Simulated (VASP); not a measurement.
A run of VASP 6.6.1 is set up as follows.

INCAR

```
SYSTEM = ZnO
ALGO = Normal
DIPOL = 0.5 0.5 0.459
EDIFF = 1E-6
ENCUT = 520
GGA = PE
IDIPOL = 3
ISIF = 2
ISMEAR = 0
IVDW = 12
LASPH = .TRUE.
LCHARG = .TRUE.
LDIPOL = .TRUE.
LELF = .TRUE.
LREAL = Auto
LVACPOTAV = .TRUE.
LVHAR = .TRUE.
LWAVE = .FALSE.
NBANDS = 126
NELM = 100
PREC = Accurate
SIGMA = 0.05
```

File KPOINTS:

```
k-points
0
G
  3 3 1
  0 0 0
```

File POSCAR:

```
ZnO
1.0
    6.5094894533      0.0000000000      0.0000000000
    0.0000000000      5.2564237859      0.0000000000
    0.0000000000      0.0000000000     24.5769471043
Zn O
12 12
Direct
    0.5000000000      0.9983827817      0.3255082889
    0.0000000000      0.9983827817      0.3255082889
    0.7500000000      0.4983827817      0.3637377675
    0.2500000000      0.4983827817      0.3637377675
    0.7500000000      0.9983827817      0.4401967246
    0.2500000000      0.9983827817      0.4401967246
   -0.0019298189      0.4983033194      0.4769408072
    0.5020396322      0.4982860088      0.4769376457
   -0.0002256506      0.9994434768      0.5562578951
    0.4969344407      1.0000049436      0.5566927017
    0.2504015960      0.4668055430      0.5776536639
    0.7490812594      0.4814492450      0.5936846464
    0.5000000000      0.6195172183      0.3255082889
    0.0000000000      0.6195172183      0.3255082889
    0.7500000000      0.1195172183      0.3637377675
    0.2500000000      0.1195172183      0.3637377675
    0.7500000000      0.6195172183      0.4401967246
    0.2500000000      0.6195172183      0.4401967246
   -0.0006272663      0.1190351538      0.4776698630
    0.5003955785      0.1189379763      0.4778491124
   -0.0043000809      0.6190079809      0.5547641166
    0.5043793510      0.6197518324      0.5547858218
    0.2479008889      0.1169435307      0.5920219477
    0.7489982400      0.1151520028      0.5946633129
```

Potentials or basis: VASP PAW PBE potentials, release 64 (Zn, O).

Run with:

```sh
$ cat potpaw_PBE.64/Zn/POTCAR potpaw_PBE.64/O/POTCAR > POTCAR
$ mpirun -np 1 vasp_std > vasp.out
```

(1) Predict the dispersion energy per atom.

(2) What does it give for the largest force?

Answers

(1) -0.169 eV.

(2) 1.712 eV/Å.
